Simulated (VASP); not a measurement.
Write the native input for VASP 6.6.1 that does the following.

```
Task                   : single point
Functional             : r2SCAN
Potentials or basis    : VASP PAW PBE potentials, release 64 (In_d, As)
Cutoff                 : 520 eV
k mesh                 : 6 × 6 × 6
Occupations            : gaussian, width 0.05 eV
Spin                   : non-collinear spin, zero start, spin-orbit coupling
Starting moments       : [[0.0, 0.0, 0.0], [0.0, 0.0, 0.0]] μB
Dipole correction      : no
Further INCAR settings : ALGO = Normal; EDIFF = 1e-06; NBANDS = 30
```

Crystal: InAs.

```
In As
1.0
     0.00000    2.98313    2.98313
     2.98313    0.00000    2.98313
     2.98313    2.98313    0.00000
In As
1 1
Direct
  0.00000 0.00000 0.00000
  0.75000 0.75000 0.75000
```

These files were run (other wordings do the same):

POSCAR

```
InAs
1.0
    0.0000000000      2.9831302033      2.9831302033
    2.9831302033      0.0000000000      2.9831302033
    2.9831302033      2.9831302033      0.0000000000
In As
1 1
Direct
    0.0000000000      0.0000000000      0.0000000000
    0.7500000000      0.7500000000      0.7500000000
```

INCAR.step1

```
SYSTEM = InAs
ALGO     = Normal         ! electronic algorithm
EDIFF    = 1E-4           ! SCF threshold, eV
ENCUT    = 520            ! plane-wave cutoff, eV
GGA      = PE             ! functional
GGA_COMPAT= .FALSE.      
ISMEAR   = 0              ! smearing method
LASPH    = .TRUE.         ! aspherical terms in the spheres
LCHARG   = .FALSE.        ! write CHGCAR
LREAL    = .FALSE.        ! projectors in reciprocal space
LSORBIT  = .TRUE.         ! spin-orbit coupling
LWAVE    = .TRUE.         ! write WAVECAR
MAGMOM   = 0 0 0 0 0 0    ! initial moments
NBANDS   = 30             ! bands
NELM     = 150            ! most SCF steps
PREC     = Accurate       ! precision mode
SIGMA    = 0.05           ! smearing width, eV
```

INCAR.step2

```
SYSTEM = InAs
ALGO     = Normal         ! electronic algorithm
EDIFF    = 1E-6           ! SCF threshold, eV
ENCUT    = 520            ! plane-wave cutoff, eV
GGA_COMPAT= .FALSE.      
ISIF     = 2              ! what is computed and relaxed
ISMEAR   = 0              ! smearing method
ISTART   = 1            
LASPH    = .TRUE.         ! aspherical terms in the spheres
LCHARG   = .TRUE.         ! write CHGCAR
LMIXTAU  = .TRUE.       
LORBIT   = 11             ! projections on sites
LORBMOM  = .TRUE.       
LREAL    = .FALSE.        ! projectors in reciprocal space
LSORBIT  = .TRUE.         ! spin-orbit coupling
LVHAR    = .TRUE.       
LWAVE    = .FALSE.        ! write WAVECAR
MAGMOM   = 0 0 0 0 0 0    ! initial moments
METAGGA  = R2SCAN         ! meta-GGA
NBANDS   = 30             ! bands
NELM     = 150            ! most SCF steps
PREC     = Accurate       ! precision mode
SIGMA    = 0.05           ! smearing width, eV
```

KPOINTS

```
k-points
0
G
  6 6 6
  0 0 0
```

Potentials or basis: VASP PAW PBE potentials, release 64 (In_d, As).

The run is started by

```sh
$ cat potpaw_PBE.64/In_d/POTCAR potpaw_PBE.64/As/POTCAR > POTCAR
$ cp INCAR.step1 INCAR
$ mpirun -np 1 vasp_ncl > vasp.out
$ cp INCAR.step2 INCAR
$ mpirun -np 1 vasp_ncl > vasp.out
```

Results of the run:

```json
{
  "Pressure": "4.8 GPa",
  "Net moment": "0.00 μB per cell",
  "Valence electrons inside the program's atomic spheres": "In 11.54; As 2.88"
}
```

Caveat: the cell stands under pressure; the PAW data sets were made with another functional, which shifts forces and pressure a little.

It took 2.2 min on 1 thread of Intel(R) Xeon(R) 6975P-C (Granite Rapids), with other jobs on the host, peak memory 0.38 GiB.
